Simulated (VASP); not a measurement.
Write the native input for VASP 6.6.1 that does the following.

```
Task                   : single point
Functional             : LDA
Potentials or basis    : VASP PAW LDA potentials, release 64 (Cd, Te)
Cutoff                 : 500 eV
k mesh                 : 9 × 9 × 9
Occupations            : fermi-dirac, width 0.02 eV
Spin                   : no spin polarisation
Dipole correction      : no
Further INCAR settings : ALGO = Normal; EDIFF = 1e-06; NBANDS = 16
```

The structure of CdTe (zincblende type) lies in POSCAR:

```
CdTe
1.0
    0.0000000000      3.2036917475      3.2036917475
    3.2036917475      0.0000000000      3.2036917475
    3.2036917475      3.2036917475      0.0000000000
Cd Te
1 1
Direct
    0.0000000000      0.0000000000      0.0000000000
    0.2500000000      0.2500000000      0.2500000000
```

The input as run:

INCAR

```
SYSTEM = CdTe
  PREC = Accurate
  ENCUT = 500
  EDIFF = 1E-6
  ISMEAR = -1
  SIGMA = 0.02
  LREAL = .False.
  LASPH = .True.
  NELM = 120
  ALGO = Normal
  ISIF = 2
  LWAVE = .False.
  LCHARG = .False.
  GGA = CA
  NBANDS = 16
  GGA_COMPAT = .False.
```

KPOINTS

```
regular mesh
0
Gamma
  9 9 9
  0 0 0
```

Potentials or basis: VASP PAW LDA potentials, release 64 (Cd, Te).

Command:

```sh
$ cat potpaw_LDA.64/Cd/POTCAR potpaw_LDA.64/Te/POTCAR > POTCAR
$ mpirun -np 1 vasp_std > vasp.out
```

Results of the run:

```yaml
Pressure: 0.3 GPa
Band_gap_on_the_k_mesh: 0.66 eV, direct
```

Caveat: spin-orbit coupling is left out, which moves the levels of the heavy elements.

Run time: 31 s on 1 thread of Intel(R) Xeon(R) Platinum 8375C CPU @ 2.90GHz (Ice Lake), on a shared host, peak memory 0.19 GiB.
